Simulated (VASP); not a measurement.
# TiSi2: relaxation of cell and atoms with PBEsol

The system is TiSi2.

```
Ti Si
1.0
     4.37464    0.00000    0.00000
    -2.18732    3.78855    0.00000
     0.00000    0.00000    2.56101
Ti Si
1 2
Cartesian
  0.0000 0.0000 0.0000
  0.0000 2.5257 1.2805
  2.1873 1.2628 1.2805
```

- Program: VASP 6.6.1
- Task: relaxation of cell and atoms
- Functional: PBEsol
- Potentials or basis: VASP PAW PBE potentials, release 64 (Ti_sv, Si)
- Cutoff: 600 eV
- k mesh: 6 × 6 × 8
- Occupations: fermi-dirac, width 0.05 eV
- Spin: no spin polarisation
- Dipole correction: no
- Further INCAR settings: ALGO = Normal; EDIFF = 1e-06; IBRION = 2; EDIFFG = -0.02; NSW = 80; ISIF = 3

- Relaxed volume: 13.68 Å³/atom
- Relaxed cell: a = 4.317 Å, b = 4.317 Å, c = 2.543 Å, α = 90.00°, β = 90.00°, γ = 120.00°
- Space group after relaxing (to 0.1 Å): P6/mmm (No. 191)
- Energy gained by relaxing: 6.6 meV/atom
- Ionic steps: 5
- Pressure after relaxing: 0.1 GPa
- Band gap on the k mesh: zero (bands 10 and 11 overlap by 3.08 eV)

Stress tensor (GPa, compression positive):
```
0.05 0.00 0.00
0.00 0.05 0.00
0.00 0.00 0.16
```

Step by step:
| step | energy change (eV) | largest force (eV/Å) | pressure (GPa) | volume (Å³) |
| --- | --- | --- | --- | --- |
| 1 | 0.0000 | 0.0002 | -4.42 | 42.45 |
| 2 | -0.0084 | 0.0002 | 3.72 | 40.09 |
| 3 | -0.0194 | 0.0002 | 0.03 | 41.08 |
| 4 | -0.0194 | 0.0002 | 0.11 | 41.05 |
| 5 | -0.0199 | 0.0001 | 0.09 | 41.05 |

Final structure:
```
Ti Si
1.0
     4.31713    0.00001    0.00000
    -2.15856    3.73875    0.00000
     0.00000    0.00000    2.54301
Ti Si
1 2
Direct
  0.00000 0.00000 0.00000
  0.33333 0.66667 0.50000
  0.66667 0.33333 0.50000
```

Levels at points of the mesh, in eV from the Fermi level:
```csv
k point,band 6,band 7,band 8,band 9,band 10,band 11,band 12,band 13,band 14
"(0.00, 0.00, 0.00)",-5.49,-5.49,-5.07,-1.76,-1.05,-1.05,2.87,2.87,3.46
"(0.50, 0.00, 0.00)",-10.49,-5.54,-4.29,-0.87,-0.72,2.53,2.56,2.81,3.64
"(0.50, 0.50, 0.00)",-10.49,-5.54,-4.29,-0.87,-0.72,2.53,2.56,2.81,3.64
"(0.00, 0.00, 0.50)",-7.38,-2.50,-2.50,-1.00,-1.00,-0.88,-0.48,-0.48,1.63
"(0.50, 0.00, 0.50)",-5.55,-5.50,-4.79,-4.02,0.87,1.17,1.20,1.77,2.08
"(0.50, 0.50, 0.50)",-5.55,-5.50,-4.79,-4.02,0.87,1.17,1.20,1.77,2.08
```

It took 3.2 min on 1 thread of Intel Xeon 8259CL, with other jobs on the host, peak memory 0.21 GiB.

Caveat: the PAW data sets were made with another functional, which shifts forces and pressure a little.
